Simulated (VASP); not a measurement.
# SnO2 (P4_2/mnm) in VASP: further runs

SnO2 is run at these levels: PBE, r2SCAN; tasks: single point, relaxation of cell and atoms.

Program: VASP 6.6.1. These are calculated values, not measurements. Logs are shortened: lines on timing, memory, paths and dates and some standing lists are left out, and cuts for length are marked.

### Step 1. The cell of the first run

It takes space group P4_2/mnm (No. 136, tetragonal). Conventional cell: a = 4.761 Å, b = 4.761 Å, c = 3.200 Å, α = 90.00°, β = 90.00°, γ = 90.00°. Sn (site symmetry mmm) has 6 O at 2.06 to 2.07 Å within 2.7 Å. Within 2.7 Å of O (site symmetry m2m) lie 3 Sn at 2.06 to 2.07 Å and 1 O at 2.61 Å.

### Step 2. Single point, PBE

INCAR reads:

```
SYSTEM = SnO2
PREC     = Accurate       ! precision mode
ENCUT    = 520            ! plane-wave cutoff, eV
EDIFF    = 1E-6           ! SCF threshold, eV
ISMEAR   = -1             ! smearing method
SIGMA    = 0.02           ! smearing width, eV
LREAL    = .FALSE.        ! projectors in reciprocal space
LASPH    = .TRUE.         ! aspherical terms in the spheres
NELM     = 80             ! most SCF steps
ALGO     = Normal         ! electronic algorithm
ISIF     = 2              ! what is computed and relaxed
LWAVE    = .FALSE.        ! write WAVECAR
LCHARG   = .FALSE.        ! write CHGCAR
GGA      = PE             ! functional
NBANDS   = 35             ! bands
```

KPOINTS reads:

```
regular mesh
0
G
  6 6 8
  0 0 0
```

POSCAR reads:

```
SnO2
1.0
    4.7605761345      0.0000000000      0.0000000000
    0.0000000000      4.7605761345      0.0000000000
    0.0000000000      0.0000000000      3.2000777189
Sn O
2 4
Direct
    0.0000000000      0.0000000000      0.0000000000
    0.5000000000      0.5000000000      0.5000000000
    0.3058781044      0.3058781044      0.0000000000
    0.1941218956      0.8058781044      0.5000000000
    0.8058781044      0.1941218956      0.5000000000
    0.6941218956      0.6941218956      0.0000000000
```

Potentials or basis: VASP PAW PBE potentials, release 64 (Sn_d, O).

On the command line:

```bash
cat potpaw_PBE.64/Sn_d/POTCAR potpaw_PBE.64/O/POTCAR > POTCAR
mpirun -np 1 vasp_std > vasp.out
```

OUTCAR:

```text
SYSTEM = SnO2
   PREC = Accurate
   ENCUT = 520
   EDIFF = 1E-6
   ISMEAR = -1
   LREAL = .FALSE.
   LASPH = .TRUE.
   NELM = 80
   ISIF = 2
   GGA = PE

 ion  position               nearest neighbor table
   1  0.000  0.000  0.000-   3 2.06   6 2.06   5 2.07   4 2.07   4 2.07   5 2.07   2 3.73   2 3.73
                             2 3.73   2 3.73   2 3.73   2 3.73   2 3.73   2 3.73
   2  0.500  0.500  0.500-   4 2.06   5 2.06   3 2.07   6 2.07   3 2.07   6 2.07   1 3.73   1 3.73
                             1 3.73   1 3.73   1 3.73   1 3.73   1 3.73   1 3.73
   3  0.306  0.306  0.000-   1 2.06   2 2.07   2 2.07
   4  0.194  0.806  0.500-   2 2.06   1 2.07   1 2.07
   5  0.806  0.194  0.500-   2 2.06   1 2.07   1 2.07
   6  0.694  0.694  0.000-   1 2.06   2 2.07   2 2.07

  LATTYP: Found a simple tetragonal cell.
 ALAT       =     4.7605761345
 C/A-ratio  =     0.6722038738

  Lattice vectors:

 A1 = (   4.7605761345,   0.0000000000,   0.0000000000)
 A2 = (   0.0000000000,   4.7605761345,   0.0000000000)
 A3 = (   0.0000000000,   0.0000000000,   3.2000777189)

Analysis of symmetry for initial positions (statically):
=====================================================================
 Subroutine PRICEL returns:
 Original cell was already a primitive cell.

 Routine SETGRP: Setting up the symmetry group for a
 simple tetragonal supercell.

 Subroutine GETGRP returns: Found 16 space group operations
 (whereof  8 operations were pure point group operations)
 out of a pool of 16 trial point group operations.

The static configuration has the point symmetry D_2h.
 The point group associated with its full space group is D_4h.

Analysis of symmetry for dynamics (positions and initial velocities):
=====================================================================
 Subroutine PRICEL returns:
 Original cell was already a primitive cell.

 Routine SETGRP: Setting up the symmetry group for a
 simple tetragonal supercell.

 Subroutine GETGRP returns: Found 16 space group operations
 (whereof  8 operations were pure point group operations)
 out of a pool of 16 trial point group operations.

The dynamic configuration has the point symmetry D_2h.
 The point group associated with its full space group is D_4h.

 Subroutine INISYM returns: Found 16 space group operations
 (whereof  8 operations are pure point group operations),
 and found     1 'primitive' translations

----------------------------------------------------------------------------------------

                                     Primitive cell

  volume of cell :      72.5236

  direct lattice vectors                    reciprocal lattice vectors
     4.760576134  0.000000000  0.000000000     0.210058609  0.000000000  0.000000000
     0.000000000  4.760576134  0.000000000     0.000000000  0.210058609  0.000000000
     0.000000000  0.000000000  3.200077719     0.000000000  0.000000000  0.312492410

  length of vectors
     4.760576134  4.760576134  3.200077719     0.210058609  0.210058609  0.312492410

  position of ions in fractional coordinates (direct lattice)
     0.000000000  0.000000000  0.000000000
     0.500000000  0.500000000  0.500000000
     0.305878104  0.305878104  0.000000000
     0.194121896  0.805878104  0.500000000
     0.805878104  0.194121896  0.500000000
     0.694121896  0.694121896  0.000000000

  ion indices of the primitive-cell ions
   primitive index   ion index
                 1           1
                 2           2
                 3           3
                 4           4
                 5           5
                 6           6

----------------------------------------------------------------------------------------

 KPOINTS: regular mesh

Automatic generation of k-mesh.
 Grid dimensions read from file:
 generate k-points for:    6    6    8

 Generating k-lattice:

  Cartesian coordinates                     Fractional coordinates (reciprocal lattice)
     0.035009768  0.000000000  0.000000000     0.166666667  0.000000000  0.000000000
     0.000000000  0.035009768  0.000000000     0.000000000  0.166666667  0.000000000
     0.000000000  0.000000000  0.039061551     0.000000000  0.000000000  0.125000000

  Length of vectors
     0.035009768  0.035009768  0.039061551

  Shift w.r.t. Gamma in fractional coordinates (k-lattice)
     0.000000000  0.000000000  0.000000000

 Subroutine IBZKPT returns following result:
 ===========================================

 Found     50 irreducible k-points:

 Following reciprocal coordinates:
            Coordinates               Weight
  0.000000  0.000000  0.000000      1.000000
  0.166667  0.000000  0.000000      4.000000
  0.333333  0.000000  0.000000      4.000000
  0.500000  0.000000  0.000000      2.000000
  0.166667  0.166667  0.000000      4.000000
  0.333333  0.166667  0.000000      8.000000
[... 16 lines left out ...]
  0.333333  0.000000  0.250000      8.000000
  0.500000  0.000000  0.250000      4.000000
 [... further k-points ...]
   k-points           NKPTS =     50   k-points in BZ     NKDIM =     50   number of bands    NBANDS=     35
   number of dos      NEDOS =    301   number of ions     NIONS =      6
   total plane-waves  NPLWV =  31104
   dimension x,y,z NGX =    36 NGY =   36 NGZ =   24
   dimension x,y,z NGXF=    72 NGYF=   72 NGZF=   48
   ions per type =               2   4
   NGX,Y,Z   is equivalent  to a cutoff of  12.57, 12.57, 12.47 a.u.
   NGXF,Y,Z  is equivalent  to a cutoff of  25.14, 25.14, 24.94 a.u.
 SYSTEM =  SnO2
   PREC   = accura    normal or accurate (medium, high low for compatibility)
   ISTART =      0    job   : 0-new  1-cont  2-samecut
   ICHARG =      2    charge: 1-file 2-atom 10-const
   ISPIN  =      1    spin polarized calculation?
   LNONCOLLINEAR =      F non collinear calculations
   LSORBIT =      F    spin-orbit coupling
   LASPH  =      T    aspherical Exc in radial PAW
   ENCUT  =  520.0 eV  38.22 Ry    6.18 a.u.   8.85  8.85  5.95*2*pi/ulx,y,z
   NELM   =     80;   NELMIN=  2; NELMDL= -5     # of ELM steps
   EDIFF  = 0.1E-05   stopping-criterion for ELM
   LREAL  =      F    real-space projection
   EDIFFG = 0.1E-04   stopping-criterion for IOM
   NSW    =      0    number of steps for IOM
   IBRION =     -1    ionic relax: 0-MD 1-quasi-New 2-CG
   NFREE  =      0    steps in history (QN), initial steepest desc. (CG)
   ISIF   =      2    stress and relaxation
   ISYM   =      2    0-nonsym 1-usesym 2-fastsym
   POTIM  = 0.5000    time-step for ionic-motion
   TEBEG  =    0.0;   TEEND  =   0.0 temperature during run
   PSTRESS=    0.0 pullay stress
   NELECT =      52.0000    total number of electrons
   NUPDOWN=      -1.0000    fix difference up-down
   EMIN   =  10.00;   EMAX   =-10.00  energy-range for DOS
   EFERMI =   0.00;   METHOD = LEGACY
   ISMEAR =    -1;   SIGMA  =   0.02  broadening in eV -4-tet -1-fermi 0-gaus
   EFERMI_NEDOS =   21; number of points for ismear=-14 and -15
   IALGO  =     38    algorithm
   IMIX   =      4    mixing-type and parameters
     AMIX     =   0.40;   BMIX     =  1.00
     AMIX_MAG =   1.60;   BMIX_MAG =  1.00
  volume/ion in A,a.u.               =      12.09        81.57
  Fermi-wavevector in a.u.,A,eV,Ry     =   1.465265  2.768949 29.211718  2.147001
  Thomas-Fermi vector in A             =   2.581142
   LORBIT       =      0    0 simple, 1 ext, 2 COOP (PROOUT), +10 PAW based schemes
   GGA     = PE    functional components
   LHFCALC =     F    Hartree Fock is set to
   AEXX    =    0.0000 exact exchange contribution
   IVDW    =     0    specifies the selected vdW correction
   LEPSILON=     F    determine dielectric tensor
   LRPA    =     F    only Hartree local field effects (RPA)
 non-spin polarized calculation
  energy-cutoff  :      520.00
  volume of cell :       72.52
 maximum number of plane-waves:      1992
 NGX is ok and might be reduce to    36
   NGX = 17   NGY = 17   NGZ = 11

 number of electron      52.0000002 magnetization

 Free energy of the ion-electron system (eV)
  ---------------------------------------------------
  ext. energy  EPLUGINS =         0.00000000
  ---------------------------------------------------
  free energy    TOTEN  =       -37.22838987 eV

  energy without entropy =      -37.22838987  energy(sigma->0) =      -37.22838987

 E-fermi :   6.3641     XC(G=0): -11.1865

 val. band max:        5.9874078913   @ k =   0.0000   0.0000   0.0000
 cond. band min:       7.0754388239   @ k =   0.0000   0.0000   0.0000
 fundamental gap:      1.0880309325
 Fermi energy:         6.3641004394

 k-point     1 :       0.0000    0.0000    0.0000
  band No.  band energies     occupation
      1     -15.1052      2.00000
      2     -14.3407      2.00000
      3     -14.1027      2.00000
      4     -14.0755      2.00000
      5     -14.0755      2.00000
      6     -14.0091      2.00000
[... 27 lines left out ...]
     34      17.9802      0.00000
     35      18.5175      0.00000

 k-point     2 :       0.1667    0.0000    0.0000
  band No.  band energies     occupation
      1     -15.0634      2.00000
      2     -14.3890      2.00000
      3     -14.1024      2.00000
      4     -14.0738      2.00000
      5     -14.0737      2.00000
      6     -14.0440      2.00000
[... 27 lines left out ...]
     34      18.0052      0.00000
     35      18.5301      0.00000

 k-point     3 :       0.3333    0.0000    0.0000
  band No.  band energies     occupation
      1     -14.9420      2.00000
      2     -14.5461      2.00000
      3     -14.1015      2.00000
      4     -14.0850      2.00000
      5     -14.0701      2.00000
      6     -14.0699      2.00000
[... 27 lines left out ...]
     34      18.1875      0.00000
     35      18.4776      0.00000
[... 723 lines left out ...]
 k-point    23 :       0.3333    0.0000    0.2500
  band No.  band energies     occupation
      1     -14.8355      2.00000
      2     -14.6937      2.00000
      3     -14.3651      2.00000
      4     -14.1482      2.00000
      5     -13.9963      2.00000
      6     -13.9903      2.00000
[... 27 lines left out ...]
     34      18.1292      0.00000
     35      18.4204      0.00000

 k-point    24 :       0.5000    0.0000    0.2500
  band No.  band energies     occupation
      1     -14.7855      2.00000
      2     -14.7855      2.00000
      3     -14.2427      2.00000
      4     -14.2427      2.00000
      5     -13.9915      2.00000
      6     -13.9915      2.00000
[... 27 lines left out ...]
     34      18.3283      0.00000
     35      18.5302      0.00000

 [... further k-points ...]

------------------------ aborting loop because EDIFF is reached ----------------------------------------

  FORCE on cell =-STRESS in cart. coord.  units (eV):
  Direction    XX          YY          ZZ          XY          YZ          ZX
  --------------------------------------------------------------------------------------
  -------------------------------------------------------------------------------------
  Total        3.5040186      3.5040186      4.4051606     -0.0000000      0.0000000      0.0000000
  in kB       77.4100645     77.4100645     97.3179106     -0.0000000      0.0000000      0.0000000
  external PRESSURE =      84.0460132 kB  Pullay stress =       0.0000000 kB

 VOLUME and BASIS-vectors are now :
 -----------------------------------------------------------------------------
  energy-cutoff  :      520.00
  volume of cell :       72.52
      direct lattice vectors                 reciprocal lattice vectors
     4.760576134  0.000000000  0.000000000     0.210058609  0.000000000  0.000000000
     0.000000000  4.760576134  0.000000000     0.000000000  0.210058609  0.000000000
     0.000000000  0.000000000  3.200077719     0.000000000  0.000000000  0.312492410

 POSITION                                       TOTAL-FORCE (eV/Angst)
 -----------------------------------------------------------------------------------
      0.00000      0.00000      0.00000        -0.000000     -0.000000     -0.000000
      2.38029      2.38029      1.60004        -0.000000     -0.000000     -0.000000
      1.45616      1.45616      0.00000        -0.033101     -0.033101     -0.000000
      0.92413      3.83644      1.60004         0.033101     -0.033101     -0.000000
      3.83644      0.92413      1.60004        -0.033101      0.033101      0.000000
      3.30442      3.30442      0.00000         0.033101      0.033101      0.000000
 -----------------------------------------------------------------------------------
    total drift:                               -0.000000      0.000000      0.000000

  FREE ENERGIE OF THE ION-ELECTRON SYSTEM (eV)
  ---------------------------------------------------
  free  energy   TOTEN  =       -37.2283898672 eV

  energy  without entropy=      -37.2283898672  energy(sigma->0) =      -37.22838987
```

Run time: 40 s. Hardware: 1 thread of Intel Xeon 6975P-C (Granite Rapids), shared host; peak memory 0.23 GiB.

What came out:

```
Free energy            : -37.2284 eV
Pressure               : 8.4 GPa
Largest force          : 0.047 eV/Å
Band gap on the k mesh : 1.09 eV
```

Forces in eV/Å, atoms in the order of the input:
```
Sn   0.000  0.000  0.000
Sn   0.000  0.000  0.000
O   -0.033 -0.033  0.000
O    0.033 -0.033  0.000
O   -0.033  0.033  0.000
O    0.033  0.033  0.000
```

Caveat: the cell stands under pressure; the structure was generated, so it needn't be the stable form of SnO2; spin-orbit coupling is left out, which moves the levels of the heavy elements.

### Step 3. Single point, PBE

This run uses another cell than the first one, of 12.58 Å³/atom.

INCAR reads:

```
SYSTEM = SnO2
PREC = Accurate ; ENCUT = 520
EDIFF = 1E-6 ; ISMEAR = -1
SIGMA = 0.02 ; LREAL = .FALSE.
LASPH = .TRUE. ; NELM = 100
ALGO = Normal ; ISIF = 2
LWAVE = .FALSE. ; LCHARG = .FALSE.
GGA = PE ; NBANDS = 35
```

KPOINTS is that of step 2.

POSCAR reads:

```
SnO2
1.0
    4.8274209121      0.0000000000      0.0000000000
    0.0000000000      4.8274209121      0.0000000000
    0.0000000000      0.0000000000      3.2381129382
Sn O
2 4
Direct
    0.0000000000      0.0000000000      0.0000000000
    0.5000000000      0.5000000000      0.5000000000
    0.3065852470      0.3065852470      0.0000000000
    0.1934147530      0.8065852470      0.5000000000
    0.8065852470      0.1934147530      0.5000000000
    0.6934147530      0.6934147530      0.0000000000
```

Potentials or basis: VASP PAW PBE potentials, release 64 (Sn_d, O).

On the command line:

```bash
cat potpaw_PBE.64/Sn_d/POTCAR potpaw_PBE.64/O/POTCAR > POTCAR
mpirun -np 1 vasp_std > vasp.out
```

OUTCAR:

```text
SYSTEM = SnO2
   PREC = Accurate
   ENCUT = 520
   EDIFF = 1E-6
   ISMEAR = -1
   LREAL = .FALSE.
   LASPH = .TRUE.
   NELM = 100
   ISIF = 2
   GGA = PE

 ion  position               nearest neighbor table
   1  0.000  0.000  0.000-   4 2.09   5 2.09   4 2.09   5 2.09   3 2.09   6 2.09
   2  0.500  0.500  0.500-   3 2.09   6 2.09   3 2.09   6 2.09   5 2.09   4 2.09
   3  0.307  0.307  0.000-   2 2.09   2 2.09   1 2.09
   4  0.193  0.807  0.500-   1 2.09   1 2.09   2 2.09
   5  0.807  0.193  0.500-   1 2.09   1 2.09   2 2.09
   6  0.693  0.693  0.000-   2 2.09   2 2.09   1 2.09
[... 1121 lines left out ...]
  -------------------------------------------------------------------------------------
  Total        0.2431644      0.2431644      0.3818801      0.0000000      0.0000000      0.0000000
  in kB        5.1628350      5.1628350      8.1080278      0.0000000      0.0000000      0.0000000
  external PRESSURE =       6.1445659 kB  Pullay stress =       0.0000000 kB

 VOLUME and BASIS-vectors are now :
 -----------------------------------------------------------------------------
  energy-cutoff  :      520.00
  volume of cell :       75.46
      direct lattice vectors                 reciprocal lattice vectors
     4.827420912  0.000000000  0.000000000     0.207149950  0.000000000  0.000000000
     0.000000000  4.827420912  0.000000000     0.000000000  0.207149950  0.000000000
     0.000000000  0.000000000  3.238112938     0.000000000  0.000000000  0.308821841

 POSITION                                       TOTAL-FORCE (eV/Angst)
 -----------------------------------------------------------------------------------
      0.00000      0.00000      0.00000         0.000000      0.000000      0.000000
      2.41371      2.41371      1.61906         0.000000      0.000000      0.000000
      1.48002      1.48002      0.00000        -0.012476     -0.012476      0.000000
      0.93369      3.89373      1.61906         0.012476     -0.012476      0.000000
      3.89373      0.93369      1.61906        -0.012476      0.012476     -0.000000
      3.34740      3.34740      0.00000         0.012476      0.012476     -0.000000
 -----------------------------------------------------------------------------------
    total drift:                               -0.000000      0.000000      0.000000

  FREE ENERGIE OF THE ION-ELECTRON SYSTEM (eV)
  ---------------------------------------------------
  free  energy   TOTEN  =       -37.3109804974 eV

  energy  without entropy=      -37.3109804971  energy(sigma->0) =      -37.31098050
```

stdout:

```text
POSCAR found type information on POSCAR SnO
 POSCAR found :  2 types and       6 ions
 scaLAPACK will be used
 LDA part: xc-table for (Slater+PW92), standard interpolation
 POSCAR, INCAR and KPOINTS ok, starting setup
 FFT: planning ... GRIDC
 FFT: planning ... GRID_SOFT
 FFT: planning ... GRID
 WAVECAR not read
 entering main loop
```

It took 44 s on 1 thread of Intel Xeon 6975P-C (Granite Rapids), shared host; peak memory 0.24 GiB.

Results:

| Quantity | Value |
| --- | --- |
| Free energy | -37.3110 eV |
| Pressure | 0.6 GPa |
| Largest force | 0.018 eV/Å |
| Band gap on the k mesh | 0.67 eV |

Forces on the atoms (eV/Å):
```
Sn   0.000  0.000  0.000
Sn   0.000  0.000  0.000
O   -0.012 -0.012  0.000
O    0.012 -0.012  0.000
O   -0.012  0.012  0.000
O    0.012  0.012  0.000
```

Levels at points of the mesh, in eV from the valence-band top:
```
           k point  band 22  band 23  band 24  band 25  band 26  band 27  band 28  band 29  band 30  band 31
(0.00, 0.00, 0.00)    -1.26    -1.26    -0.74    -0.74     0.00     0.67     5.69     6.06     6.06    10.12
(0.50, 0.00, 0.00)    -1.90    -1.21    -1.21    -0.61    -0.61     3.88     3.88     6.81     6.81    10.40
(0.50, 0.50, 0.00)    -1.87    -1.33    -1.33    -0.85    -0.85     4.27     4.27     7.15     7.15    10.48
(0.00, 0.00, 0.50)    -2.57    -1.53    -1.53    -1.18    -1.18     5.59     5.59     9.36     9.36    10.31
(0.50, 0.00, 0.50)    -1.66    -1.02    -1.02    -0.75    -0.75     5.85     5.85     7.60     7.60    10.57
(0.50, 0.50, 0.50)    -2.43    -0.92    -0.92    -0.78    -0.78     4.35     4.35     8.61     8.61    10.57
```

Caveat: the structure was generated, so it needn't be the stable form of SnO2; semilocal functionals underestimate gaps, and a narrow one can read as zero; spin-orbit coupling is left out, which moves the levels of the heavy elements.

[end of part 1 of 2]
